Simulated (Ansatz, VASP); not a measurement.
Sb: VASP beside Ansatz

```
Sb
1.0
    -1.86451    2.11468    2.14329
     1.86451   -2.11468    2.14329
     1.86451    2.11468   -2.14329
Sb
1
Cartesian
  0.0000 0.0000 0.0000
```

Alike in both runs: task relaxation of cell and atoms; functional PBE; k mesh 6 × 6 × 6; occupations gaussian, width 0.1 eV; no spin polarisation.

|  | VASP | Ansatz |
| --- | --- | --- |
| version | VASP 6.6.1 | Ansatz 0.2.0 |
| potentials or method | VASP PAW PBE potentials, release 64 (Sb), cutoff 600 eV | scalar-relativistic, plane waves, PAW |
| valence electrons in the cell | 5 | 15 |

|  | VASP | Ansatz | Ansatz less VASP |
| --- | --- | --- | --- |
| gap on the k mesh at the Fermi level, each at its own relaxed structure (eV) | none | none | - |
| relaxed volume (Å³/atom) | 27.43 | 27.48 | +0.051 |
| relaxed length of the cell vector where the two differ most in proportion (Å) | 3.314 | 3.315 | +0.0014 |

A gap of «none» marks a metal or a gap that the smearing closes. VASP's potentials hold 5 valence electrons a cell and Ansatz's 15, so a difference there can come from the potentials and not from the codes.

The k mesh is coarse, so the values compare programs but aren't converged. Spin-orbit coupling is off throughout. Noted on VASP's run: the volume moved by over 15 % at a fixed basis, so the end points are rough.
